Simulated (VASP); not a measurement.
## Al12C: single point with PBE

The system is Al12C, a slab with vacuum.

```
CELL_PARAMETERS angstrom
5.71430 0.00000 0.00000
-2.85715 4.94873 0.00000
0.00000 0.00000 20.10164
ATOMIC_POSITIONS crystal
Al 0.33333 0.16667 0.19899
Al 0.33333 0.66667 0.19899
Al 0.83333 0.16667 0.19899
Al 0.83333 0.66667 0.19899
Al 0.16667 0.33333 0.31345
Al 0.16667 0.83333 0.31345
Al 0.66667 0.33333 0.31345
Al 0.66667 0.83333 0.31345
Al 0.00000 0.00000 0.42791
Al 0.00000 0.50000 0.42791
Al 0.50000 0.00000 0.42791
Al 0.50000 0.50000 0.42791
C 0.25000 0.16667 0.49212
```

| Quantity | Value |
| --- | --- |
| Program | VASP 6.6.1 |
| Task | single point |
| Functional | PBE |
| Potentials or basis | VASP PAW PBE potentials, release 64 (Al, C) |
| Cutoff | 520 eV |
| k mesh | 6 × 6 × 1 |
| Occupations | gaussian, width 0.1 eV |
| Spin | no spin polarisation |

* Largest force: 3.277 eV/Å
* Band gap on the k mesh: zero (bands 20 and 21 overlap by 0.35 eV)

Forces on the atoms (eV/Å):
```
Al  -0.052  0.013 -0.227
Al  -0.009 -0.030 -0.090
Al   0.018 -0.006 -0.119
Al  -0.042  0.026 -0.147
Al  -0.020  0.009 -0.091
Al  -0.011  0.007 -0.044
Al  -0.032 -0.032 -0.032
Al   0.079 -0.002  0.063
Al  -1.618 -1.551 -1.415
Al   0.059 -0.074  0.061
Al  -0.867  0.349  0.862
Al  -0.113 -0.695  1.151
C    2.608  1.985  0.026
```

Levels at points of the mesh, in eV from the Fermi level:
```
           k point  band 17  band 18  band 19  band 20  band 21  band 22  band 23  band 24
(0.00, 0.00, 0.00)    -1.95    -1.58    -1.28    -0.66    -0.27    -0.19    -0.09     1.29
(0.50, 0.00, 0.00)    -0.61    -0.46    -0.19    -0.13     0.06     0.58     1.03     1.43
(0.00, 0.50, 0.00)    -0.61    -0.47    -0.19    -0.16     0.16     0.65     1.04     1.44
(0.50, 0.50, 0.00)    -0.62    -0.47    -0.37    -0.08     0.25     0.79     1.03     1.56
```

Run time: 7.8 min on 1 thread of AMD EPYC 9R14 (Zen 4), with other jobs on the host, peak memory 0.66 GiB.
